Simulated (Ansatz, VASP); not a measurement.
One calculation of Zn, two programs

Contents of INCAR:

```
SYSTEM = Zn
AGGAC = 1.0 ; AGGAX = 1.0
ALDAC = 0.0 ; ALDAX = 1.0
ALGO = Normal ; EDIFF = 1E-7
ENCUT = 520 ; GGA = B5
ISIF = 2 ; ISMEAR = -1
LASPH = .True. ; LCHARG = .False.
LREAL = .False. ; LWAVE = .False.
NBANDS = 19 ; NELM = 80
PREC = Accurate ; SIGMA = 0.1
```

The input KPOINTS:

```
k-points
0
Gamma
  10 10 10
  0 0 0
```

The input POSCAR:

```
Zn
1.0
    0.0000000000      3.1070424443      3.1070424443
    3.1070424443      0.0000000000      3.1070424443
    3.1070424443      3.1070424443      0.0000000000
Zn
2
Direct
    0.1250000000      0.1250000000      0.1250000000
    0.8750000000      0.8750000000      0.8750000000
```

Input for Ansatz:

```yaml
crystal:
  lattice:
    - [0.0, 3.1070424443, 3.1070424443]
    - [3.1070424443, 0.0, 3.1070424443]
    - [3.1070424443, 3.1070424443, 0.0]
  atoms:
    - { symbol: Zn, position: [0.125, 0.125, 0.125] }
    - { symbol: Zn, position: [0.875, 0.875, 0.875] }
hamiltonian:
  xc: blyp
  pseudopotentials:
    kind: paw
    azcp:
      Zn: "pseudopotentials/Zn.paw.azcp"
basis:
  ecutwfc: 420
  fft_grid_basis: typed
kpoints:
  mp_grid: { grid: [10, 10, 10], shift: [0, 0, 0] }
magnetization:
  spin_polarized: false
scf:
  occupations: { method: fermi_dirac, width: 0.1 }
  lower_state_search: "off"
output:
  stress: true
  write_density: true
  write_potential: true
  elf: true
  volumetric_format: npy
```

Alike in both runs: task single point; functional BLYP; k mesh 10 × 10 × 10; occupations fermi-dirac, width 0.1 eV; no spin polarisation.

|  | VASP | Ansatz |
| --- | --- | --- |
| version | VASP 6.6.1 | Ansatz 0.2.0 |
| potentials or method | VASP PAW PBE potentials, release 64 (Zn), cutoff 520 eV | plane waves (420 eV) with PAW, scalar-relativistic |
| valence electrons in the cell | 24 | 24 |

Ansatz gave:

| Quantity | Value |
| --- | --- |
| pressure (GPa) | -1.0 |

Problem. What did VASP give for the same quantities?

Solution. Pressure (GPa): -0.9.

VASP's potentials were made for PBE, not for BLYP.
